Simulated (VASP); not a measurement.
# H4C19 in VASP: a series of runs, part 2 of 2

VASP 6.6.1. The steps go on from the part before.

### Step 4. Single point, PBE+D3(BJ)

The input, INCAR:

```
SYSTEM = H4C19
PREC     = Accurate       ! precision mode
ENCUT    = 520            ! plane-wave cutoff, eV
EDIFF    = 1E-7           ! SCF threshold, eV
ISMEAR   = 0              ! smearing method
SIGMA    = 0.02           ! smearing width, eV
LREAL    = Auto         
LASPH    = .TRUE.         ! aspherical terms in the spheres
NELM     = 80             ! most SCF steps
ALGO     = Normal         ! electronic algorithm
ISIF     = 2              ! what is computed and relaxed
LWAVE    = .FALSE.        ! write WAVECAR
LCHARG   = .FALSE.        ! write CHGCAR
GGA      = PE             ! functional
IVDW     = 12             ! dispersion correction
NBANDS   = 57             ! bands
```

The input, KPOINTS:

```
regular mesh
0
G
  2 2 1
  0 0 0
```

The input, POSCAR:

```
H4C19
1.0
    7.3980000000      0.0000000000      0.0000000000
   -3.6990000000      6.4068560000      0.0000000000
    0.0000000000      0.0000000000     13.0000000000
C H
19 4
Direct
    0.0018114900     -0.0019888070      0.0481053846
    0.2226511883      0.1084564723      0.0484586923
   -0.0002302797      0.3313542555      0.0485470769
    0.2247223256      0.4438290793      0.0485466923
    0.0017860822      0.6667697854      0.0480253077
    0.2226762267      0.7771902474      0.0484183846
    0.3331092359     -0.0019772569      0.0485286923
    0.5580534813      0.1104978791      0.0485659231
    0.3351550367      0.3334176701      0.0484873077
    0.5560521210      0.4438922929      0.0481343846
    0.3351810540      0.6647327488      0.0484739231
    0.5560238627      0.7751255842      0.0481751538
    0.6684627988      0.0000621210      0.0484278462
    0.8893569963      0.1105047468      0.0484041538
    0.6684930517      0.3314010803      0.0483801538
    0.8893284420      0.4418234154      0.0483360000
    0.6664690163      0.6647041856      0.0477464615
    0.8913693317      0.7771530997      0.0476535385
    0.7943744506      0.7072487660      0.3121545385
    0.8634621453      0.8681946340      0.2844662308
    0.6323821564      0.6173274380      0.2857163077
    0.8831813204      0.6371504214      0.2815040000
    0.7985721301      0.7064091966      0.3963593077
```

On the command line:

```sh
> cat potpaw_PBE.64/C/POTCAR potpaw_PBE.64/H/POTCAR > POTCAR
> mpirun -np 1 vasp_std > vasp.out
```

Run time: 2.9 min. Hardware: 1 thread of AMD EPYC 9R45 (Zen 5), shared host; peak memory 0.59 GiB.

It converged, with:

```yaml
Free_energy: -191.4268 eV
Largest_force: 0.019 eV/Å
Band_gap_on_the_k_mesh: 0.21 eV
Dispersion_energy_per_atom: -0.078 eV
```

Forces in eV/Å, atoms in the order of the input:
```
C   -0.008  0.001 -0.006
C    0.001  0.004  0.001
C    0.004  0.011  0.001
C   -0.001  0.006 -0.001
C    0.002 -0.006  0.001
C    0.008 -0.006 -0.002
C    0.004  0.001 -0.001
C   -0.003  0.000 -0.004
C   -0.001 -0.001  0.001
C   -0.002  0.000  0.002
C    0.001 -0.004  0.002
C   -0.002 -0.002  0.001
C   -0.001 -0.008  0.001
C    0.006 -0.005  0.001
C   -0.001  0.001 -0.001
C    0.001  0.004 -0.002
C   -0.003  0.004 -0.005
C   -0.002 -0.001  0.001
C    0.006 -0.003  0.005
H   -0.003  0.018 -0.005
H   -0.016 -0.010 -0.003
H    0.011 -0.006 -0.004
H   -0.002  0.000  0.018
```

Levels at points of the mesh, in eV from the valence-band top:
```csv
k point,band 37,band 38,band 39,band 40,band 41,band 42,band 43,band 44
"(0.00, 0.00, 0.00)",-2.93,-2.93,0.00,0.00,0.21,0.22,3.14,4.12
"(0.50, 0.00, 0.00)",-2.56,-2.53,-2.52,-2.25,1.78,2.59,2.59,2.66
"(0.00, 0.50, 0.00)",-2.57,-2.52,-2.52,-2.25,1.78,2.59,2.59,2.66
"(0.50, 0.50, 0.00)",-2.57,-2.52,-2.52,-2.25,1.78,2.59,2.59,2.66
```

Caveat: the k points lie up to 0.49 Å⁻¹ apart.

### Step 5. Single point, PBE+D3(BJ)

The input, INCAR:

```
SYSTEM = H4C19
  ALGO = Normal
  EDIFF = 1E-7
  ENCUT = 520
  GGA = PE
  ISIF = 2
  ISMEAR = 0
  IVDW = 12
  LASPH = .True.
  LCHARG = .True.
  LELF = .True.
  LREAL = Auto
  LVHAR = .True.
  LWAVE = .False.
  NBANDS = 57
  NELM = 80
  PREC = Accurate
  SIGMA = 0.02
```

The input, KPOINTS:

```
k-points
0
Gamma
  2 2 1
  0 0 0
```

The input, POSCAR:

```
H4C19
1.0
    7.3980000000      0.0000000000      0.0000000000
   -3.6990000000      6.4068560000      0.0000000000
    0.0000000000      0.0000000000     13.0000000000
C H
19 4
Direct
    0.0011032785     -0.0006688148      0.0467181538
    0.2210829809      0.1093481733      0.0471402308
   -0.0012189851      0.3316701671      0.0472504615
    0.2234408469      0.4439998339      0.0472546923
    0.0000744486      0.6673697676      0.0467198462
    0.2221138476      0.7783636779      0.0471328462
    0.3321194602     -0.0016591601      0.0472515385
    0.5567736345      0.1106667607      0.0473061538
    0.3334407609      0.3340145307      0.0472209231
    0.5554905682      0.4450649429      0.0469116154
    0.3344737428      0.6660550822      0.0471846923
    0.5544635136      0.7760246211      0.0468754615
    0.6667588546      0.0006628836      0.0471124615
    0.8887965080      0.1116741191      0.0470511538
    0.6677885316      0.3327216969      0.0471567692
    0.8877683311      0.4427199550      0.0470846154
    0.6654873678      0.6650255601      0.0464568462
    0.8900928559      0.7773279125      0.0462940000
    0.8162038159      0.7418434252      0.3110514615
    0.8847986917      0.9024838392      0.2829830769
    0.6552203320      0.6504695907      0.2833869231
    0.9072383440      0.6729481668      0.2819362308
    0.8176369640      0.7415648174      0.3952892308
```

On the command line:

```sh
> cat potpaw_PBE.64/C/POTCAR potpaw_PBE.64/H/POTCAR > POTCAR
> mpirun -np 1 vasp_std > vasp.out
```

Wall time 2.8 min (1 thread of AMD EPYC 9R45 (Zen 5), shared host); peak memory 0.59 GiB.

Results (log left out):

```
Free energy                : -191.4266 eV
Largest force              : 0.020 eV/Å
Band gap on the k mesh     : 0.22 eV
Dispersion energy per atom : -0.077 eV
```

Forces in eV/Å, atoms in the order of the input:
```
C    0.000 -0.001  0.001
C   -0.001  0.002  0.000
C    0.010  0.010  0.000
C   -0.008  0.007 -0.001
C    0.003  0.001 -0.004
C    0.010 -0.008  0.001
C    0.000  0.008  0.000
C   -0.003 -0.009 -0.002
C    0.004  0.002 -0.003
C   -0.002  0.002  0.000
C   -0.003 -0.001  0.001
C   -0.006  0.001  0.001
C   -0.001 -0.011 -0.003
C    0.004 -0.006  0.005
C   -0.002 -0.003  0.000
C    0.007  0.003 -0.002
C   -0.006  0.006 -0.002
C    0.000 -0.001  0.001
C   -0.004 -0.001  0.002
H   -0.001  0.019 -0.006
H   -0.015 -0.011 -0.004
H    0.014 -0.007 -0.004
H   -0.001  0.000  0.019
```

Levels at points of the mesh, in eV from the valence-band top:
| k point | band 37 | band 38 | band 39 | band 40 | band 41 | band 42 | band 43 | band 44 |
| --- | --- | --- | --- | --- | --- | --- | --- | --- |
| (0.00, 0.00, 0.00) | -2.93 | -2.93 | 0.00 | 0.00 | 0.22 | 0.22 | 3.14 | 4.12 |
| (0.50, 0.00, 0.00) | -2.56 | -2.52 | -2.52 | -2.25 | 1.78 | 2.59 | 2.59 | 2.66 |
| (0.00, 0.50, 0.00) | -2.57 | -2.52 | -2.52 | -2.25 | 1.78 | 2.59 | 2.59 | 2.66 |
| (0.50, 0.50, 0.00) | -2.57 | -2.52 | -2.52 | -2.25 | 1.78 | 2.59 | 2.59 | 2.66 |

Caveat: the k points lie up to 0.49 Å⁻¹ apart.

### Step 6. Single point, PBE+D3(BJ)

The input, INCAR:

```
SYSTEM = H4C19
PREC = Accurate
ENCUT = 520
EDIFF = 1E-6
ISMEAR = 0
SIGMA = 0.02
LREAL = Auto
LASPH = .TRUE.
NELM = 80
ALGO = Normal
ISIF = 2
LWAVE = .FALSE.
LCHARG = .TRUE.
GGA = PE
IVDW = 12
LELF = .TRUE.
LVHAR = .TRUE.
NBANDS = 57
```

The input, KPOINTS:

```
regular mesh
0
G
  2 2 1
  0 0 0
```

The input, POSCAR:

```
H4C19
1.0
    7.3980000000      0.0000000000      0.0000000000
   -3.6990000000      6.4068560000      0.0000000000
    0.0000000000      0.0000000000     13.0000000000
C H
19 4
Direct
    0.0005924825      0.0004190823      0.0453553077
    0.2202167944      0.1102581360      0.0458062308
   -0.0016460718      0.3321441905      0.0459500769
    0.2224933787      0.4442160086      0.0459611538
   -0.0010499631      0.6677584138      0.0454600769
    0.2218618134      0.7791888877      0.0458584615
    0.3316913299     -0.0011815468      0.0459601538
    0.5558273354      0.1108812185      0.0460270000
    0.3323134422      0.3344011478      0.0459347692
    0.5552363754      0.4458871871      0.0456935385
    0.3339605597      0.6671406381      0.0459100769
    0.5536028038      0.7769406711      0.0456113846
    0.6656422997      0.0010548075      0.0458089231
    0.8885459439      0.1124960511      0.0457056154
    0.6672775362      0.3338045993      0.0459160769
    0.8869071306      0.4436306981      0.0458382308
    0.6650650554      0.6655042661      0.0452239231
    0.8891498137      0.7775486135      0.0450052308
    0.8364248108      0.7767917681      0.3099023077
    0.9043186894      0.9367098308      0.2809041538
    0.6762251738      0.6835966034      0.2814529231
    0.9293274595      0.7086589741      0.2825016154
    0.8358691617      0.7782533274      0.3941358462
```

Potentials or basis: VASP PAW PBE potentials, release 64 (C, H).

On the command line:

```sh
> cat potpaw_PBE.64/C/POTCAR potpaw_PBE.64/H/POTCAR > POTCAR
> mpirun -np 1 vasp_std > vasp.out
```

Wall time 2.5 min (1 thread of AMD EPYC 9R45 (Zen 5), shared host); peak memory 0.59 GiB.

It converged, with:

| Item | Value |
| --- | --- |
| Free energy | -191.4267 eV |
| Largest force | 0.022 eV/Å |
| Band gap on the k mesh | 0.22 eV |
| Dispersion energy per atom | -0.077 eV |

Forces on the atoms (eV/Å):
```
C   -0.011 -0.004  0.010
C   -0.003 -0.003  0.000
C    0.008  0.008  0.000
C   -0.006  0.011 -0.002
C    0.005  0.000  0.003
C    0.002 -0.009  0.000
C   -0.004  0.007 -0.001
C   -0.006 -0.006  0.000
C    0.008 -0.003 -0.001
C    0.004 -0.004 -0.001
C    0.000  0.003  0.000
C    0.001  0.002  0.001
C    0.000 -0.009 -0.003
C   -0.002 -0.003  0.000
C    0.001  0.005 -0.001
C    0.012  0.007 -0.001
C    0.001 -0.001 -0.002
C   -0.005  0.004 -0.003
C    0.001 -0.004  0.002
H   -0.003  0.019 -0.008
H   -0.017 -0.012 -0.007
H    0.015 -0.008 -0.006
H   -0.002  0.000  0.018
```

Levels at points of the mesh, in eV from the valence-band top:
```
           k point  band 36  band 37  band 38  band 39  band 40  band 41  band 42  band 43  band 44  band 45
(0.00, 0.00, 0.00)    -4.39    -2.93    -2.93     0.00     0.00     0.22     0.22     3.14     4.12     4.72
(0.50, 0.00, 0.00)    -2.57    -2.57    -2.52    -2.52    -2.25     1.78     2.59     2.59     2.66     2.66
(0.00, 0.50, 0.00)    -2.57    -2.57    -2.52    -2.52    -2.25     1.79     2.59     2.59     2.66     2.66
(0.50, 0.50, 0.00)    -2.57    -2.57    -2.52    -2.51    -2.25     1.79     2.59     2.59     2.66     2.66
```

Caveat: the k points lie up to 0.49 Å⁻¹ apart.

### Step 7. Single point, PBE+D3(BJ)

The input, INCAR:

```
PREC = Accurate
ENCUT = 520
EDIFF = 1E-6
ISMEAR = 0
SIGMA = 0.02
LREAL = Auto
LASPH = T
NELM = 80
ALGO = Normal
ISIF = 2
LWAVE = F
LCHARG = T
GGA = PE
IVDW = 12
LELF = T
LVHAR = T
NBANDS = 57
```

The input, KPOINTS:

```
Automatic mesh
0
Gamma
  2 2 1
```

The input, POSCAR:

```
H4C19
1.0
    7.3980000000      0.0000000000      0.0000000000
   -3.6990000000      6.4068560000      0.0000000000
    0.0000000000      0.0000000000     13.0000000000
C H
19 4
Direct
   -0.0001087148      0.0012918973      0.0440713846
    0.2194419834      0.1110964567      0.0445288462
   -0.0021578325      0.3327465140      0.0447096154
    0.2215627184      0.4446144880      0.0447359231
   -0.0020185263      0.6681913875      0.0442833846
    0.2213939217      0.7798770567      0.0446578462
    0.3311699220     -0.0005739164      0.0447249231
    0.5548927204      0.1112842243      0.0447913846
    0.3313379032      0.3348369309      0.0446982308
    0.5547598424      0.4465734832      0.0445274615
    0.3332743205      0.6680157943      0.0447138462
    0.5528405234      0.7777824256      0.0444276923
    0.6646713135      0.0015010483      0.0445709231
    0.8880766613      0.1131765721      0.0444234615
    0.6665925626      0.3346855306      0.0447135385
    0.8861388523      0.4444626194      0.0446477692
    0.6645674759      0.6661306263      0.0440806923
    0.8882199689      0.7779592674      0.0438181538
    0.8567562574      0.8117847506      0.3085660769
    0.9243936045      0.9710937783      0.2788093077
    0.6973948782      0.7173696428      0.2792799231
    0.9510377115      0.7441784239      0.2825833846
    0.8543206445      0.8144369095      0.3927132308
```

On the command line:

```sh
> cat potpaw_PBE.64/C/POTCAR potpaw_PBE.64/H/POTCAR > POTCAR
> mpirun -np 1 vasp_std > vasp.out
```

Wall time 2.5 min (1 thread of AMD EPYC 9R45 (Zen 5), shared host); peak memory 0.59 GiB.

Results (log left out):

| Quantity | Value |
| --- | --- |
| Free energy | -191.4264 eV |
| Largest force | 0.038 eV/Å |
| Band gap on the k mesh | 0.22 eV |
| Dispersion energy per atom | -0.077 eV |

Forces on the atoms (eV/Å):
```
C    0.001  0.008  0.002
C    0.002 -0.001  0.001
C    0.000  0.009  0.000
C    0.002  0.009 -0.001
C    0.009  0.003  0.002
C   -0.004 -0.009 -0.002
C   -0.008  0.002  0.000
C   -0.003 -0.007  0.006
C    0.007 -0.001 -0.004
C    0.004 -0.006  0.000
C   -0.005  0.001  0.001
C    0.003  0.005 -0.001
C    0.001 -0.007  0.001
C   -0.006 -0.005  0.003
C   -0.006 -0.001 -0.002
C    0.008  0.011 -0.002
C   -0.007 -0.009 -0.002
C    0.008  0.002 -0.003
C    0.005 -0.004 -0.021
H   -0.004  0.026 -0.006
H   -0.023 -0.016 -0.005
H    0.021 -0.010 -0.005
H   -0.004  0.001  0.038
```

Levels at points of the mesh, in eV from the valence-band top:
```csv
k point,band 36,band 37,band 38,band 39,band 40,band 41,band 42,band 43,band 44,band 45
"(0.00, 0.00, 0.00)",-4.38,-2.93,-2.93,0.00,0.00,0.22,0.22,3.15,4.12,4.72
"(0.50, 0.00, 0.00)",-2.57,-2.57,-2.52,-2.52,-2.25,1.78,2.59,2.59,2.66,2.66
"(0.00, 0.50, 0.00)",-2.57,-2.57,-2.52,-2.52,-2.25,1.78,2.59,2.59,2.66,2.66
"(0.50, 0.50, 0.00)",-2.57,-2.57,-2.52,-2.51,-2.25,1.79,2.59,2.59,2.66,2.66
```

Caveat: the k points lie up to 0.49 Å⁻¹ apart.

### Step 8. The runs side by side

| cell | gap on the mesh (eV) | largest force (eV/Å) |
| --- | --- | --- |
| as given, atomic positions A | 0.22 | 0.02 |
| as given, atomic positions B | 0.22 | 0.02 |
| as given, atomic positions C | 0.21 | 0.02 |
| as given, atomic positions D | 0.22 | 0.02 |
| as given, atomic positions E | 0.22 | 0.02 |
| as given, atomic positions F | 0.22 | 0.04 |

Alike in all rows: task single point; level PBE+D3(BJ); potentials or basis VASP PAW PBE potentials, release 64 (C, H); no spin polarisation; k mesh 2 × 2 × 1; cutoff (eV) 520; smearing gaussian 0.02 eV.

Caveats: all runs use coarse meshes.

Total energies depend on the potentials used, so only differences within one code and one set of settings carry meaning.
